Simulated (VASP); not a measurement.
# Sn (Fmmm) in VASP: notebook

The runs below take Sn through relaxation of cell and atoms, single point, with PBE.

All numbers are computed with VASP 6.6.1; they aren't measurements. Logs are shortened: lines on timing, memory, paths and dates and some standing lists are left out, and cuts for length are marked.

## Step 1: The cell of the first run

Symmetry: Fmmm, No. 69, orthorhombic system. Conventional cell: a = 4.401 Å, b = 4.666 Å, c = 5.428 Å, α = 90.00°, β = 90.00°, γ = 90.00°. Sn (site symmetry mmm) has 12 Sn at 3.21 to 3.58 Å within 4.2 Å.

## Step 2: Relaxation of cell and atoms, PBE

INCAR reads:

```
PREC     = Accurate       # precision mode
ENCUT    = 600            # plane-wave cutoff, eV
EDIFF    = 1E-6           # SCF threshold, eV
ISMEAR   = 0              # smearing method
SIGMA    = 0.1            # smearing width, eV
LREAL    = F              # projectors in reciprocal space
LASPH    = T              # aspherical terms in the spheres
NELM     = 100            # most SCF steps
ALGO     = Normal         # electronic algorithm
ISIF     = 3              # what is computed and relaxed
LWAVE    = F              # write WAVECAR
LCHARG   = F              # write CHGCAR
GGA      = PE             # functional
IBRION   = 2              # ionic algorithm
NSW      = 100            # ionic steps
EDIFFG   = -0.01          # ionic threshold
```

KPOINTS reads:

```
Automatic mesh
0
Gamma
  16 16 16
```

POSCAR reads:

```
Sn
1.0
    0.0000000000      2.3331302598      2.7140988321
    2.2002816274      0.0000000000      2.7140988321
    2.2002816274      2.3331302598      0.0000000000
Sn
1
Direct
    0.5000000000      0.5000000000      0.5000000000
```

Potentials or basis: VASP PAW PBE potentials, release 64 (Sn_d).

Started as:

```console
$ cat potpaw_PBE.64/Sn_d/POTCAR > POTCAR
$ mpirun -np 1 vasp_std > vasp.out
```

OUTCAR:

```text
PREC = Accurate
   ENCUT = 600
   EDIFF = 1E-6
   ISMEAR = 0
   LREAL = F
   LASPH = T
   NELM = 100
   ISIF = 3
   GGA = PE
   IBRION = 2
   NSW = 100
   EDIFFG = -0.01

 ion  position               nearest neighbor table
   1  0.500  0.500  0.500-

  LATTYP: Found a face centered orthorhombic cell.
 ALAT       =     4.4005632548
 B/A-ratio  =     1.0603780129
 C/A-ratio  =     1.2335233810

  Lattice vectors:

 A1 = (   0.0000000000,   2.3331302598,   2.7140988321)
 A2 = (   2.2002816274,   0.0000000000,   2.7140988321)
 A3 = (   2.2002816274,   2.3331302598,   0.0000000000)

Analysis of symmetry for initial positions (statically):
=====================================================================
 Subroutine PRICEL returns:
 Original cell was already a primitive cell.

 Routine SETGRP: Setting up the symmetry group for a
 face centered orthorhombic supercell.

 Subroutine GETGRP returns: Found  8 space group operations
 (whereof  8 operations were pure point group operations)
 out of a pool of  8 trial point group operations.

The static configuration has the point symmetry D_2h.

Analysis of symmetry for dynamics (positions and initial velocities):
=====================================================================
 Subroutine PRICEL returns:
 Original cell was already a primitive cell.

 Routine SETGRP: Setting up the symmetry group for a
 face centered orthorhombic supercell.

 Subroutine GETGRP returns: Found  8 space group operations
 (whereof  8 operations were pure point group operations)
 out of a pool of  8 trial point group operations.

The dynamic configuration has the point symmetry D_2h.

 Subroutine INISYM returns: Found  8 space group operations
 (whereof  8 operations are pure point group operations),
 and found     1 'primitive' translations

----------------------------------------------------------------------------------------

                                     Primitive cell

  volume of cell :      27.8659

  direct lattice vectors                    reciprocal lattice vectors
     0.000000000  2.333130260  2.714098832    -0.227243637  0.214304366  0.184223210
     2.200281627  0.000000000  2.714098832     0.227243637 -0.214304366  0.184223210
     2.200281627  2.333130260  0.000000000     0.227243637  0.214304366 -0.184223210

  length of vectors
     3.579082184  3.493933558  3.206982390     0.362635110  0.362635110  0.362635110

[... 106 lines left out ...]
   IVDW    =     0    specifies the selected vdW correction
   LEPSILON=     F    determine dielectric tensor
   LRPA    =     F    only Hartree local field effects (RPA)
 conjugate gradient relaxation of ions
 non-spin polarized calculation
 Gauss-broadening in eV      SIGMA  =   0.10
  energy-cutoff  :      600.00
  volume of cell :       27.87
 maximum number of plane-waves:       952
 NGX is ok and might be reduce to    30

--------------------------------------- Ionic step        1  -------------------------------------------

 number of electron      14.0000002 magnetization

 Free energy of the ion-electron system (eV)
  ---------------------------------------------------
  ext. energy  EPLUGINS =         0.00000000
  ---------------------------------------------------
  free energy    TOTEN  =        -3.77387824 eV

  energy without entropy =       -3.77130850  energy(sigma->0) =       -3.77259337

------------------------ aborting loop because EDIFF is reached ----------------------------------------

  FORCE on cell =-STRESS in cart. coord.  units (eV):
  Direction    XX          YY          ZZ          XY          YZ          ZX
  --------------------------------------------------------------------------------------
  -------------------------------------------------------------------------------------
  Total        0.1138103      0.2178469     -0.1325492      0.0000000      0.0000000      0.0000000
  in kB        6.5436395     12.5253242     -7.6210506      0.0000000      0.0000000      0.0000000
  external PRESSURE =       3.8159710 kB  Pullay stress =       0.0000000 kB
[... 86 lines left out ...]
  FREE ENERGIE OF THE ION-ELECTRON SYSTEM (eV)
  ---------------------------------------------------
  free  energy   TOTEN  =        -3.7776971795 eV

  energy  without entropy=       -3.7745597688  energy(sigma->0) =       -3.77612847

[... ionic steps 4 to 20 ...]

--------------------------------------- Ionic step       21  -------------------------------------------

 number of electron      14.0000002 magnetization

------------------------ aborting loop because EDIFF is reached ----------------------------------------
[... 65 lines left out ...]
--------------------------------------- Ionic step       23  -------------------------------------------

 number of electron      14.0000002 magnetization

 Free energy of the ion-electron system (eV)
  ---------------------------------------------------
  ext. energy  EPLUGINS =         0.00000000
  ---------------------------------------------------
  free energy    TOTEN  =        -3.78777787 eV

  energy without entropy =       -3.78524959  energy(sigma->0) =       -3.78651373

 E-fermi :   7.7773     XC(G=0): -10.2375

 val. band max:        7.7770407936   @ k =  -0.3750   0.4375   0.1250
 cond. band min:       7.8036470552   @ k =  -0.4375   0.2500   0.3125
 fundamental gap:      0.0266062616
 Fermi energy:         7.7773343262

 k-point     1 :       0.0000    0.0000    0.0000
  band No.  band energies     occupation
      1     -13.7638      2.00000
      2     -13.7626      2.00000
      3     -13.7153      2.00000
      4     -13.6968      2.00000
      5     -13.6371      2.00000
      6      -3.1272      2.00000
      7      15.1703      0.00000
      8      15.4157      0.00000
      9      15.4197      0.00000
     10      18.5876      0.00000
     11      19.4623      0.00000
[... 309 lines left out ...]
 k-point    24 :      -0.0625    0.0625   -0.0000
  band No.  band energies     occupation
      1     -13.7586      2.00000
      2     -13.7525      2.00000
      3     -13.7091      2.00000
      4     -13.6976      2.00000
      5     -13.6410      2.00000
      6      -2.9062      2.00000
      7      13.5659      0.00000
      8      14.2580      0.00000
      9      15.3208      0.00000
     10      17.8781      0.00000
     11      19.9083      0.00000

 [... further k-points ...]
[... 5 lines left out ...]
  --------------------------------------------------------------------------------------
  -------------------------------------------------------------------------------------
  Total        0.0044289      0.0025622     -0.0048082      0.0000000      0.0000000      0.0000000
  in kB        0.2540863      0.1469931     -0.2758475      0.0000000      0.0000000      0.0000000
  external PRESSURE =       0.0417439 kB  Pullay stress =       0.0000000 kB
[... 16 lines left out ...]
  FREE ENERGIE OF THE ION-ELECTRON SYSTEM (eV)
  ---------------------------------------------------
  free  energy   TOTEN  =        -3.7877778732 eV

  energy  without entropy=       -3.7852495950  energy(sigma->0) =       -3.78651373

 reached required accuracy - stopping structural energy minimisation
```

It took 20 min on 1 thread of Intel Xeon 6975P-C (Granite Rapids), shared host; peak memory 0.4 GiB.

What came out:

```
Free energy                            : -3.7878 eV
Relaxed volume                         : 27.93 Å³/atom
Relaxed cell                           : a = 3.558 Å, b = 3.348 Å, c = 3.344 Å, α = 64.24°, β = 57.93°, γ = 57.83°
Space group after relaxing (to 0.05 Å) : I4/mmm (No. 139)
Energy gained by relaxing              : 13.9 meV/atom
Ionic steps                            : 23
Pressure after relaxing                : 0.0 GPa
Band gap on the k mesh                 : zero (band 7 reaches 15.17 eV, above the bottom of band 8 at 5.63 eV)
```

The path:
| step | energy change (eV) | largest force (eV/Å) | pressure (GPa) | volume (Å³) |
| --- | --- | --- | --- | --- |
| 1 | 0.0000 | 0.0000 | 0.38 | 27.87 |
| 2 | -0.0028 | 0.0000 | -0.13 | 28.13 |
| 3 | -0.0038 | 0.0000 | -0.71 | 28.45 |
| 4 | -0.0060 | 0.0000 | -0.33 | 28.16 |
| 5 | -0.0082 | 0.0000 | 0.34 | 27.73 |
| 6 | -0.0069 | 0.0000 | 2.06 | 26.83 |
| 7 | -0.0095 | 0.0000 | 0.83 | 27.45 |
| 8 | -0.0093 | 0.0000 | 1.48 | 27.11 |
| 9 | -0.0097 | 0.0000 | 1.11 | 27.30 |
| 10 | -0.0105 | 0.0000 | 1.14 | 27.28 |
| 11 | -0.0109 | 0.0000 | 1.20 | 27.25 |
| 12 | -0.0107 | 0.0000 | 1.37 | 27.19 |
| 13 | -0.0109 | 0.0000 | 1.29 | 27.23 |
| 14 | -0.0120 | 0.0000 | 0.97 | 27.38 |
| 15 | -0.0137 | 0.0000 | 0.17 | 27.84 |
| 16 | -0.0137 | 0.0000 | -0.01 | 27.94 |
| 17 | -0.0137 | 0.0000 | 0.00 | 27.93 |
| 18 | -0.0138 | 0.0000 | 0.00 | 27.93 |
| 19 | -0.0138 | 0.0000 | 0.01 | 27.93 |
| 20 | -0.0138 | 0.0000 | -0.01 | 27.93 |
| 21 | -0.0139 | 0.0000 | -0.02 | 27.93 |
| 22 | -0.0139 | 0.0000 | -0.03 | 27.93 |
| 23 | -0.0139 | 0.0000 | 0.00 | 27.93 |

Final structure:
```
CELL_PARAMETERS angstrom
0.00000 2.51356 2.51850
2.20579 0.00000 2.51850
2.20579 2.51356 0.00000
ATOMIC_POSITIONS crystal
Sn 0.50000 0.50000 0.50000
```

Levels at points of the mesh, in eV from the Fermi level:
| k point | band 3 | band 4 | band 5 | band 6 | band 7 | band 8 | band 9 | band 10 | band 11 |
| --- | --- | --- | --- | --- | --- | --- | --- | --- | --- |
| (0.00, 0.00, 0.00) | -21.49 | -21.47 | -21.41 | -10.90 | 7.39 | 7.64 | 7.64 | 10.81 | 11.68 |
| (0.50, 0.00, 0.00) | -21.48 | -21.40 | -21.36 | -6.68 | -4.43 | 4.67 | 6.20 | 9.10 | 9.51 |
| (0.50, 0.50, 0.00) | -21.40 | -21.39 | -21.34 | -5.50 | -3.84 | 2.34 | 3.17 | 6.10 | 6.38 |
| (0.50, 0.00, 0.50) | -21.40 | -21.39 | -21.34 | -5.47 | -3.83 | 2.31 | 3.15 | 6.07 | 6.37 |
| (0.00, 0.50, 0.50) | -21.39 | -21.35 | -21.35 | -3.68 | -2.59 | 1.00 | 1.02 | 4.26 | 4.94 |

Caveat: spin-orbit coupling is left out, which moves the levels of the heavy elements.

## Step 3: Single point, PBE

This run uses another cell than the first one: it holds 2 atoms, not 1.

INCAR reads:

```
SYSTEM = Sn
PREC     = Accurate       ! precision mode
ENCUT    = 520            ! plane-wave cutoff, eV
EDIFF    = 1E-6           ! SCF threshold, eV
ISMEAR   = 0              ! smearing method
SIGMA    = 0.1            ! smearing width, eV
LREAL    = .False.        ! projectors in reciprocal space
LASPH    = .True.         ! aspherical terms in the spheres
NELM     = 80             ! most SCF steps
ALGO     = Fast           ! electronic algorithm
ISIF     = 2              ! what is computed and relaxed
LWAVE    = .False.        ! write WAVECAR
LCHARG   = .True.         ! write CHGCAR
GGA      = PE             ! functional
LELF     = .True.         ! ELF
LVHAR    = .True.       
NBANDS   = 21             ! bands
```

KPOINTS reads:

```
regular mesh
0
Gamma
  6 6 6
  0 0 0
```

POSCAR reads:

```
Sn
1.0
    0.0000000000      3.8007035693      2.9760697496
    2.8516690006      0.0000000000      2.9760697496
    2.8516690006      3.8007035693      0.0000000000
Sn
2
Direct
    0.1918883633      0.8081116367      0.1918883633
    0.8081116367      0.1918883633      0.8081116367
```

Potentials or basis: VASP PAW PBE potentials, release 64 (Sn_d).

Started as:

```console
$ cat potpaw_PBE.64/Sn_d/POTCAR > POTCAR
$ mpirun -np 1 vasp_std > vasp.out
```

Wall time 72 s (1 thread of Intel Xeon Platinum 8259CL at 2.50GHz (Skylake/Cascade Lake), shared host); peak memory 0.21 GiB.

Results (log left out):

| Quantity | Value |
| --- | --- |
| Free energy | -7.4722 eV |
| Pressure | -0.1 GPa |
| Largest force | 0.004 eV/Å |
| Band gap on the k mesh | zero (band 14 reaches 7.27 eV, above the bottom of band 15 at 4.91 eV) |

Forces in eV/Å, atoms in the order of the input:
```
Sn   0.000 -0.004  0.000
Sn   0.000  0.004  0.000
```

Levels at points of the mesh, in eV from the Fermi level:
| k point | band 12 | band 13 | band 14 | band 15 | band 16 | band 17 |
| --- | --- | --- | --- | --- | --- | --- |
| (0.00, 0.00, 0.00) | -1.19 | -0.06 | 0.21 | 0.43 | 2.27 | 4.35 |
| (0.50, 0.00, 0.00) | -6.90 | -1.48 | 0.57 | 1.51 | 2.46 | 3.92 |
| (0.50, 0.50, 0.00) | -4.69 | -3.95 | -2.67 | -0.79 | 1.95 | 4.88 |
| (0.50, 0.00, 0.50) | -5.99 | -1.23 | -0.79 | -0.60 | 3.79 | 7.41 |
| (0.00, 0.50, 0.50) | -5.36 | -3.88 | -2.71 | -1.00 | 1.70 | 5.37 |

Caveat: spin-orbit coupling is left out, which moves the levels of the heavy elements.

## Step 4: Single point, PBE

This run uses another cell than the first one: it holds 2 atoms, not 1.

INCAR reads:

```
PREC     = Accurate       # precision mode
ENCUT    = 520            # plane-wave cutoff, eV
EDIFF    = 1E-6           # SCF threshold, eV
ISMEAR   = 0              # smearing method
SIGMA    = 0.1            # smearing width, eV
LREAL    = False          # projectors in reciprocal space
LASPH    = True           # aspherical terms in the spheres
NELM     = 80             # most SCF steps
ALGO     = Normal         # electronic algorithm
ISIF     = 2              # what is computed and relaxed
LWAVE    = False          # write WAVECAR
LCHARG   = True           # write CHGCAR
GGA      = PE             # functional
LELF     = True           # ELF
LVHAR    = True         
NBANDS   = 21             # bands
```

KPOINTS reads:

```
Automatic mesh
0
Gamma
  6 6 6
```

POSCAR reads:

```
Sn
1.0
    0.0000000000      3.4751701454      5.4700844601
    2.0063511700      0.0000000000      5.4700844601
    2.0063511700      3.4751701454      0.0000000000
Sn
2
Direct
    0.1666700000      0.8333300000      0.1666700000
    0.8333300000      0.1666700000      0.8333300000
```

Potentials or basis: VASP PAW PBE potentials, release 64 (Sn_d).

Started as:

```console
$ cat potpaw_PBE.64/Sn_d/POTCAR > POTCAR
$ mpirun -np 1 vasp_std > vasp.out
```

OUTCAR:

```text
PREC = Accurate
   ENCUT = 520
   EDIFF = 1E-6
   ISMEAR = 0
   LREAL = False
   LASPH = True
   NELM = 80
   ISIF = 2
   GGA = PE

 ion  position               nearest neighbor table
   1  0.167  0.833  0.167-   2 2.32   2 2.32   2 2.32
   2  0.833  0.167  0.833-   1 2.32   1 2.32   1 2.32

  LATTYP: Found a face centered orthorhombic cell.
 ALAT       =     4.0127023400
 B/A-ratio  =     1.7320846905
 C/A-ratio  =     2.7263843648

  Lattice vectors:

 A1 = (   0.0000000000,   3.4751701454,   5.4700844601)
 A2 = (   2.0063511700,   0.0000000000,   5.4700844601)
 A3 = (   2.0063511700,   3.4751701454,   0.0000000000)

Analysis of symmetry for initial positions (statically):
=====================================================================
 Subroutine PRICEL returns:
 Original cell was already a primitive cell.

 Routine SETGRP: Setting up the symmetry group for a
 face centered orthorhombic supercell.

 Subroutine GETGRP returns: Found  8 space group operations
 (whereof  8 operations were pure point group operations)
 out of a pool of  8 trial point group operations.

[... 150 lines left out ...]
   NGX = 25   NGY = 21   NGZ = 15

 number of electron      27.9999999 magnetization

 Free energy of the ion-electron system (eV)
  ---------------------------------------------------
  ext. energy  EPLUGINS =         0.00000000
  ---------------------------------------------------
  free energy    TOTEN  =        -3.17808326 eV

  energy without entropy =       -3.17582930  energy(sigma->0) =       -3.17695628

 E-fermi :   4.6073     XC(G=0):  -7.8222

 val. band max:        4.5584000366   @ k =  -0.3333   0.0000   0.3333
 cond. band min:       4.6584788990   @ k =  -0.1667   0.1667   0.3333
 fundamental gap:      0.1000788624
 Fermi energy:         4.6073420166

 k-point     1 :       0.0000    0.0000    0.0000
  band No.  band energies     occupation
      1     -18.2346      2.00000
      2     -18.0996      2.00000
      3     -18.0994      2.00000
      4     -17.8649      2.00000
      5     -17.8648      2.00000
      6     -17.4367      2.00000
[... 565 lines left out ...]
     20      13.0030      0.00000
     21      13.2955      0.00000

 [... further k-points ...]
[... 5 lines left out ...]
  --------------------------------------------------------------------------------------
  -------------------------------------------------------------------------------------
  Total       24.0028111     23.9628983     -0.1132502     -0.0000000      0.0000000      0.0000000
  in kB      504.1568130    503.3184802     -2.3787156     -0.0000000      0.0000000      0.0000000
  external PRESSURE =     335.0321925 kB  Pullay stress =       0.0000000 kB

 VOLUME and BASIS-vectors are now :
 -----------------------------------------------------------------------------
  energy-cutoff  :      520.00
  volume of cell :       76.28
      direct lattice vectors                 reciprocal lattice vectors
     0.000000000  3.475170145  5.470084460    -0.249208617  0.143877847  0.091406267
     2.006351170  0.000000000  5.470084460     0.249208617 -0.143877847  0.091406267
     2.006351170  3.475170145  0.000000000     0.249208617  0.143877847 -0.091406267

 POSITION                                       TOTAL-FORCE (eV/Angst)
 -----------------------------------------------------------------------------------
      2.00635      1.15841      5.47008         0.000000      0.000297      0.000000
      2.00635      5.79193      5.47008         0.000000     -0.000297      0.000000
 -----------------------------------------------------------------------------------
    total drift:                               -0.000000     -0.000000     -0.000000

  FREE ENERGIE OF THE ION-ELECTRON SYSTEM (eV)
  ---------------------------------------------------
  free  energy   TOTEN  =        -3.1780832561 eV

  energy  without entropy=       -3.1758292982  energy(sigma->0) =       -3.17695628
```

stdout:

```text
POSCAR found type information on POSCAR Sn
 POSCAR found :  1 types and       2 ions
 scaLAPACK will be used
 LDA part: xc-table for (Slater+PW92), standard interpolation
 POSCAR, INCAR and KPOINTS ok, starting setup
 FFT: planning ... GRIDC
 FFT: planning ... GRID_SOFT
 FFT: planning ... GRID
 WAVECAR not read
 entering main loop
```

Run time: 1.9 min. Hardware: 1 thread of Intel Xeon Platinum 8259CL at 2.50GHz (Skylake/Cascade Lake), shared host; peak memory 0.25 GiB.

The run converged, but its numbers aren't listed here, since they failed a check.

Caveat: the mesh shows a gap though the element is a metal; spin-orbit coupling is left out, which moves the levels of the heavy elements.
